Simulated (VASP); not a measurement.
# TaN (Fm-3m) in VASP: notebook

The runs below take TaN through electric field gradients, with PBE, LDA.

Program: VASP 6.6.1. These are calculated values, not measurements. Logs are shortened: lines on timing, memory, paths and dates and some standing lists are left out, and cuts for length are marked.

## Step 1: The cell of the first run

The structure is cubic, space group Fm-3m (No. 225). The conventional cell has a = 4.358 Å, b = 4.358 Å, c = 4.358 Å, α = 90.00°, β = 90.00°, γ = 90.00°. Within 2.9 Å of Ta (site symmetry m-3m) lie 6 N at 2.18 Å. Within 2.9 Å of N (site symmetry m-3m) lie 6 Ta at 2.18 Å.

## Step 2: Electric field gradients, PBE, non-collinear spin, zero start, spin-orbit coupling

INCAR

```
PREC     = Accurate       # precision mode
ENCUT    = 520            # plane-wave cutoff, eV
EDIFF    = 1E-8           # SCF threshold, eV
ISMEAR   = -1             # smearing method
SIGMA    = 0.02           # smearing width, eV
LREAL    = False          # projectors in reciprocal space
LASPH    = True           # aspherical terms in the spheres
NELM     = 200            # most SCF steps
ALGO     = Normal         # electronic algorithm
ISIF     = 2              # what is computed and relaxed
LWAVE    = False          # write WAVECAR
LCHARG   = False          # write CHGCAR
LNONCOLLINEAR= True           # non-collinear magnetism
MAGMOM   = 0 0 0 0 0 0    # initial moments
LORBIT   = 11             # projections on sites
LSORBIT  = True           # spin-orbit coupling
GGA_COMPAT= False        
LORBMOM  = True         
LMAXMIX  = 4              # l up to which the mixer works
GGA      = PE             # functional
LEFG     = True         
NBANDS   = 30             # bands
```

KPOINTS

```
Automatic mesh
0
Gamma
  9 9 9
```

POSCAR

```
TaN
1.0
    0.0000000000      2.1790000000      2.1790000000
    2.1790000000      0.0000000000      2.1790000000
    2.1790000000      2.1790000000      0.0000000000
Ta N
1 1
Direct
    0.5000000000      0.5000000000      0.5000000000
    0.0000000000      0.0000000000      0.0000000000
```

Potentials or basis: VASP PAW PBE potentials, release 64 (Ta_sv_GW, N).

Run with:

```bash
> cat potpaw_PBE.64/Ta_sv_GW/POTCAR potpaw_PBE.64/N/POTCAR > POTCAR
> mpirun -np 1 vasp_ncl > vasp.out
```

OUTCAR:

```text
PREC = Accurate
   ENCUT = 520
   EDIFF = 1E-8
   ISMEAR = -1
   LREAL = False
   LASPH = True
   NELM = 200
   ISIF = 2
   LNONCOLLINEAR = True
   LORBIT = 11
   LSORBIT = True
   GGA = PE

 ion  position               nearest neighbor table
   1  0.500  0.500  0.500-   2 2.18   2 2.18   2 2.18   2 2.18   2 2.18   2 2.18
   2  0.000  0.000  0.000-   1 2.18   1 2.18   1 2.18   1 2.18   1 2.18   1 2.18

  LATTYP: Found a face centered cubic cell.
 ALAT       =     4.3580000000

  Lattice vectors:

 A1 = (   0.0000000000,   2.1790000000,   2.1790000000)
 A2 = (   2.1790000000,   0.0000000000,   2.1790000000)
 A3 = (   2.1790000000,   2.1790000000,   0.0000000000)

Analysis of symmetry for initial positions (statically):
=====================================================================
 Subroutine PRICEL returns:
 Original cell was already a primitive cell.

 Routine SETGRP: Setting up the symmetry group for a
 face centered cubic supercell.

 Subroutine GETGRP returns: Found 48 space group operations
 (whereof 48 operations were pure point group operations)
 out of a pool of 48 trial point group operations.

The static configuration has the point symmetry O_h .

Analysis of symmetry for dynamics (positions and initial velocities):
=====================================================================
 Subroutine PRICEL returns:
 Original cell was already a primitive cell.

 Routine SETGRP: Setting up the symmetry group for a
 face centered cubic supercell.

 Subroutine GETGRP returns: Found 48 space group operations
 (whereof 48 operations were pure point group operations)
 out of a pool of 48 trial point group operations.

The dynamic configuration has the point symmetry O_h .

Analysis of structural, dynamic, and magnetic symmetry:
=====================================================================
 Subroutine PRICEL returns:
 Original cell was already a primitive cell.

 Routine SETGRP: Setting up the symmetry group for a
 face centered cubic supercell.

 Subroutine GETGRP returns: Found 48 space group operations
 (whereof 48 operations were pure point group operations)
 out of a pool of 48 trial point group operations.

The overall configuration has the point symmetry O_h .

 Subroutine INISYM returns: Found 48 space group operations
 (whereof 48 operations are pure point group operations),
 and found     1 'primitive' translations

----------------------------------------------------------------------------------------

                                     Primitive cell

  volume of cell :      20.6920

  direct lattice vectors                    reciprocal lattice vectors
     0.000000000  2.179000000  2.179000000    -0.229463056  0.229463056  0.229463056
     2.179000000  0.000000000  2.179000000     0.229463056 -0.229463056  0.229463056
     2.179000000  2.179000000  0.000000000     0.229463056  0.229463056 -0.229463056

  length of vectors
     3.081571352  3.081571352  3.081571352     0.397441672  0.397441672  0.397441672

  position of ions in fractional coordinates (direct lattice)
     0.500000000  0.500000000  0.500000000
     0.000000000  0.000000000  0.000000000

  ion indices of the primitive-cell ions
   primitive index   ion index
                 1           1
                 2           2

----------------------------------------------------------------------------------------

 KPOINTS: Automatic mesh

Automatic generation of k-mesh.
 Grid dimensions read from file:
 generate k-points for:    9    9    9

 Generating k-lattice:

  Cartesian coordinates                     Fractional coordinates (reciprocal lattice)
    -0.025495895  0.025495895  0.025495895     0.111111111  0.000000000  0.000000000
     0.025495895 -0.025495895  0.025495895     0.000000000  0.111111111  0.000000000
     0.025495895  0.025495895 -0.025495895     0.000000000  0.000000000  0.111111111

  Length of vectors
     0.044160186  0.044160186  0.044160186

  Shift w.r.t. Gamma in fractional coordinates (k-lattice)
     0.000000000  0.000000000  0.000000000

 Subroutine IBZKPT returns following result:
 ===========================================
[... 894 lines left out ...]
     29      23.5589      0.00000
     30      23.5589      0.00000

 [... further k-points ...]

------------------------ aborting loop because EDIFF is reached ----------------------------------------

  FORCE on cell =-STRESS in cart. coord.  units (eV):
  Direction    XX          YY          ZZ          XY          YZ          ZX
  --------------------------------------------------------------------------------------
  -------------------------------------------------------------------------------------
  Total        1.8757210      1.8757210      1.8757210     -0.0000000     -0.0000000      0.0000000
  in kB      145.2369590    145.2369590    145.2369590     -0.0000000     -0.0000000      0.0000000
  external PRESSURE =     145.2369590 kB  Pullay stress =       0.0000000 kB

 VOLUME and BASIS-vectors are now :
 -----------------------------------------------------------------------------
  energy-cutoff  :      520.00
  volume of cell :       20.69
      direct lattice vectors                 reciprocal lattice vectors
     0.000000000  2.179000000  2.179000000    -0.229463056  0.229463056  0.229463056
     2.179000000  0.000000000  2.179000000     0.229463056 -0.229463056  0.229463056
     2.179000000  2.179000000  0.000000000     0.229463056  0.229463056 -0.229463056

 POSITION                                       TOTAL-FORCE (eV/Angst)
 -----------------------------------------------------------------------------------
      2.17900      2.17900      2.17900         0.000000      0.000000      0.000000
      0.00000      0.00000      0.00000         0.000000      0.000000      0.000000
 -----------------------------------------------------------------------------------
    total drift:                               -0.000000     -0.000000     -0.000000

  FREE ENERGIE OF THE ION-ELECTRON SYSTEM (eV)
  ---------------------------------------------------
  free  energy   TOTEN  =       -25.7027397250 eV

  energy  without entropy=      -25.7011736075  energy(sigma->0) =      -25.70195667

 Electric field gradients (V/A^2)
---------------------------------------------------------------------
 ion       V_xx      V_yy      V_zz      V_xy      V_xz      V_yz
---------------------------------------------------------------------
   1      -0.000    -0.000     0.000     0.000     0.000     0.000
   2       0.000     0.000     0.000    -0.000    -0.000    -0.000
---------------------------------------------------------------------

 Electric field gradients after diagonalization (V/A^2)
 (convention: |V_zz| > |V_xx| > |V_yy|)
----------------------------------------------------------------------
 ion       V_xx      V_yy      V_zz     asymmetry (V_yy - V_xx)/ V_zz
----------------------------------------------------------------------
   1      -0.000    -0.000     0.000       0.000
   2       0.000     0.000    -0.000       0.000
----------------------------------------------------------------------

           NMR quadrupolar parameters

 Cq : quadrupolar parameter    Cq=e*Q*V_zz/h
 eta: asymmetry parameters     (V_yy - V_xx)/ V_zz
 Q  : nuclear electric quadrupole moment in mb (millibarn)
----------------------------------------------------------------------
 ion       Cq(MHz)       eta       Q (mb)
----------------------------------------------------------------------
   1       0.000       0.000       1.000
   2      -0.000       0.000       1.000
----------------------------------------------------------------------

 orbital moment (x)

 # of ion     p       d       f       tot
 ------------------------------------------------
  1         0.000   0.000   0.000   0.000
  2        -0.000   0.000   0.000  -0.000
 ------------------------------------------------
           -0.000   0.000   0.000   0.000

 orbital moment (y)

 # of ion     p       d       f       tot
 ------------------------------------------------
  1         0.000   0.000  -0.000   0.000
  2         0.000   0.000   0.000   0.000
 ------------------------------------------------
            0.000   0.000  -0.000   0.000

 orbital moment (z)

 # of ion     p       d       f       tot
 ------------------------------------------------
  1         0.000  -0.000   0.000  -0.000
  2         0.000   0.000   0.000   0.000
 ------------------------------------------------
            0.000  -0.000   0.000  -0.000

 Spin-Orbit-Coupling matrix elements

 Ion:    1  E_soc:     -2.7708739
 l=   1
     0.0000000    -0.4438357    -0.4438357
    -0.4438357     0.0000000    -0.4438357
    -0.4438357    -0.4438357     0.0000000
 l=   2
     0.0000000    -0.0053535     0.0000000    -0.0053535    -0.0125831
    -0.0053535     0.0000000    -0.0094373    -0.0053535    -0.0031458
     0.0000000    -0.0094373     0.0000000    -0.0094373     0.0000000
    -0.0053535    -0.0053535    -0.0094373     0.0000000    -0.0031458
    -0.0125831    -0.0031458     0.0000000    -0.0031458     0.0000000
 l=   3
     0.0000000     0.0000010     0.0000000     0.0000000     0.0000000    -0.0000011    -0.0000464
     0.0000010     0.0000000     0.0000017     0.0000000     0.0000017     0.0000027     0.0000010
     0.0000000     0.0000017     0.0000000    -0.0000309     0.0000037    -0.0000106     0.0000000
     0.0000000     0.0000000    -0.0000309     0.0000000    -0.0000309     0.0000000     0.0000000
     0.0000000     0.0000017     0.0000037    -0.0000309     0.0000000    -0.0000106     0.0000000
    -0.0000011     0.0000027    -0.0000106     0.0000000    -0.0000106     0.0000000    -0.0000011
    -0.0000464     0.0000010     0.0000000     0.0000000     0.0000000    -0.0000011     0.0000000

 Ion:    2  E_soc:     -0.0004732
 l=   1
     0.0000000    -0.0000789    -0.0000789
    -0.0000789     0.0000000    -0.0000789
    -0.0000789    -0.0000789     0.0000000
 l=   2
     0.0000000     0.0000000     0.0000000     0.0000000     0.0000000
     0.0000000     0.0000000     0.0000000     0.0000000     0.0000000
     0.0000000     0.0000000     0.0000000     0.0000000     0.0000000
     0.0000000     0.0000000     0.0000000     0.0000000     0.0000000
     0.0000000     0.0000000     0.0000000     0.0000000     0.0000000
 l=   3
     0.0000000     0.0000000     0.0000000     0.0000000     0.0000000     0.0000000     0.0000000
     0.0000000     0.0000000     0.0000000     0.0000000     0.0000000     0.0000000     0.0000000
     0.0000000     0.0000000     0.0000000     0.0000000     0.0000000     0.0000000     0.0000000
     0.0000000     0.0000000     0.0000000     0.0000000     0.0000000     0.0000000     0.0000000
     0.0000000     0.0000000     0.0000000     0.0000000     0.0000000     0.0000000     0.0000000
     0.0000000     0.0000000     0.0000000     0.0000000     0.0000000     0.0000000     0.0000000
     0.0000000     0.0000000     0.0000000     0.0000000     0.0000000     0.0000000     0.0000000

 total charge

# of ion       s       p       d       f       tot
--------------------------------------------------
    1        3.090   6.049   2.438   0.143  11.720
    2        1.232   2.562   0.000   0.000   3.794
--------------------------------------------------
tot          4.322   8.611   2.438   0.143  15.513

 magnetization (x)

# of ion       s       p       d       f       tot
--------------------------------------------------
    1        0.000   0.000   0.000   0.000   0.000
    2        0.000  -0.000   0.000   0.000  -0.000
--------------------------------------------------
tot          0.000  -0.000   0.000   0.000  -0.000

 magnetization (y)

# of ion       s       p       d       f       tot
--------------------------------------------------
    1       -0.000  -0.000   0.000   0.000  -0.000
    2        0.000  -0.000   0.000   0.000  -0.000
--------------------------------------------------
tot         -0.000  -0.000   0.000   0.000  -0.000

 magnetization (z)

# of ion       s       p       d       f       tot
--------------------------------------------------
    1        0.000  -0.000   0.000   0.000   0.000
    2       -0.000   0.000   0.000   0.000   0.000
--------------------------------------------------
tot          0.000   0.000   0.000   0.000   0.000
```

It took 35 s on 1 thread of Intel Xeon 6975P-C (Granite Rapids), shared host; peak memory 0.22 GiB.

What came out:

```
Free energy                                           : -25.7027 eV
Pressure                                              : 14.5 GPa
Net moment                                            : 0.00 μB per cell
Largest electric field gradient by atom               : under 0.05 V/Å² on every atom
Valence electrons inside the program's atomic spheres : Ta 11.72; N 3.79
```

Moments on the atoms (μB; x, y, z):
```
Ta  0.00 0.00 0.00
N   0.00 0.00 0.00
```

Caveat: the cell stands under pressure.

## Step 3: Electric field gradients, LDA (9.93 Å³/atom)

This run uses another cell than the first one, of 9.93 Å³/atom.

INCAR

```
ALGO = Normal ; EDIFF = 1E-8
ENCUT = 520 ; GGA = CA
GGA_COMPAT = F ; ISIF = 2
ISMEAR = -1 ; LASPH = T
LCHARG = F ; LEFG = T
LREAL = F ; LWAVE = F
NBANDS = 16 ; NELM = 120
PREC = Accurate ; SIGMA = 0.02
```

KPOINTS

```
k-points
0
Gamma
  9 9 9
```

POSCAR

```
TaN
1.0
    0.0000000000      2.1495504440      2.1495504440
    2.1495504440      0.0000000000      2.1495504440
    2.1495504440      2.1495504440      0.0000000000
Ta N
1 1
Direct
    0.5000000000      0.5000000000      0.5000000000
    0.0000000000      0.0000000000      0.0000000000
```

Potentials or basis: VASP PAW LDA potentials, release 64 (Ta_sv_GW, N).

Run with:

```bash
> cat potpaw_LDA.64/Ta_sv_GW/POTCAR potpaw_LDA.64/N/POTCAR > POTCAR
> mpirun -np 1 vasp_std > vasp.out
```

OUTCAR:

```text
EDIFF = 1E-8
   ENCUT = 520
   GGA = CA
   ISIF = 2
   ISMEAR = -1
   LASPH = T
   LREAL = F
   NELM = 120
   PREC = Accurate

 ion  position               nearest neighbor table
   1  0.500  0.500  0.500-   2 2.15   2 2.15   2 2.15   2 2.15   2 2.15   2 2.15
   2  0.000  0.000  0.000-   1 2.15   1 2.15   1 2.15   1 2.15   1 2.15   1 2.15

  LATTYP: Found a face centered cubic cell.
 ALAT       =     4.2991008880

  Lattice vectors:

 A1 = (   0.0000000000,   2.1495504440,   2.1495504440)
 A2 = (   2.1495504440,   0.0000000000,   2.1495504440)
[... 667 lines left out ...]
  ---------------------------------------------------
  free  energy   TOTEN  =       -26.6329375342 eV

  energy  without entropy=      -26.6318778909  energy(sigma->0) =      -26.63240771

 Electric field gradients (V/A^2)
---------------------------------------------------------------------
 ion       V_xx      V_yy      V_zz      V_xy      V_xz      V_yz
---------------------------------------------------------------------
   1       0.000    -0.000    -0.000    -0.000    -0.000    -0.000
   2      -0.000     0.000    -0.000    -0.000    -0.000    -0.000
---------------------------------------------------------------------

 Electric field gradients after diagonalization (V/A^2)
 (convention: |V_zz| > |V_xx| > |V_yy|)
----------------------------------------------------------------------
 ion       V_xx      V_yy      V_zz     asymmetry (V_yy - V_xx)/ V_zz
----------------------------------------------------------------------
   1       0.000     0.000    -0.000       0.000
   2       0.000     0.000    -0.001       0.000
----------------------------------------------------------------------

           NMR quadrupolar parameters

 Cq : quadrupolar parameter    Cq=e*Q*V_zz/h
 eta: asymmetry parameters     (V_yy - V_xx)/ V_zz
 Q  : nuclear electric quadrupole moment in mb (millibarn)
----------------------------------------------------------------------
 ion       Cq(MHz)       eta       Q (mb)
----------------------------------------------------------------------
   1      -0.000       0.000       1.000
   2      -0.000       0.000       1.000
----------------------------------------------------------------------
```

OSZICAR:

```text
N       E                     dE             d eps       ncg     rms          rms(c)
DAV:   1     0.100661226717E+03    0.10066E+03   -0.11460E+04  1120   0.115E+03
DAV:   2    -0.262324558942E+02   -0.12689E+03   -0.12261E+03  1584   0.302E+02
DAV:   3    -0.306442044217E+02   -0.44117E+01   -0.44058E+01  1296   0.505E+01
DAV:   4    -0.307941838209E+02   -0.14998E+00   -0.14998E+00  1576   0.641E+00
DAV:   5    -0.307999146962E+02   -0.57309E-02   -0.57309E-02  1312   0.106E+00    0.499E+01
DAV:   6    -0.268075773384E+02    0.39923E+01   -0.87890E+00  1168   0.256E+01    0.498E+01
DAV:   7    -0.266869294998E+02    0.12065E+00   -0.37676E-01  1184   0.490E+00    0.252E+01
DAV:   8    -0.266344400056E+02    0.52489E-01   -0.12615E-01  1336   0.274E+00    0.260E+00
DAV:   9    -0.266331217418E+02    0.13183E-02   -0.34176E-03  1352   0.551E-01    0.291E-01
DAV:  10    -0.266329484864E+02    0.17326E-03   -0.13084E-03  1224   0.348E-01    0.138E-01
DAV:  11    -0.266329528768E+02   -0.43903E-05   -0.10021E-04  1272   0.917E-02    0.416E-02
DAV:  12    -0.266329374036E+02    0.15473E-04   -0.28779E-05  1240   0.444E-02    0.181E-02
DAV:  13    -0.266329375369E+02   -0.13337E-06   -0.14662E-06  1304   0.967E-03    0.116E-02
DAV:  14    -0.266329375342E+02    0.27489E-08   -0.72523E-09  1136   0.877E-04
   1 F= -.26632938E+02 E0= -.26632408E+02  d E =-.105964E-02
```

Wall time 11 s (1 thread of AMD EPYC 7R13 (Zen 3), shared host); peak memory 0.11 GiB.

Results:

* Free energy: -26.6329 eV
* Pressure: 14.8 GPa
* Band gap on the k mesh: zero (bands 9 and 10 overlap by 4.05 eV)
* Largest electric field gradient by atom: under 0.05 V/Å² on every atom

Caveat: the cell stands under pressure; spin-orbit coupling is left out, which moves the levels of the heavy elements.
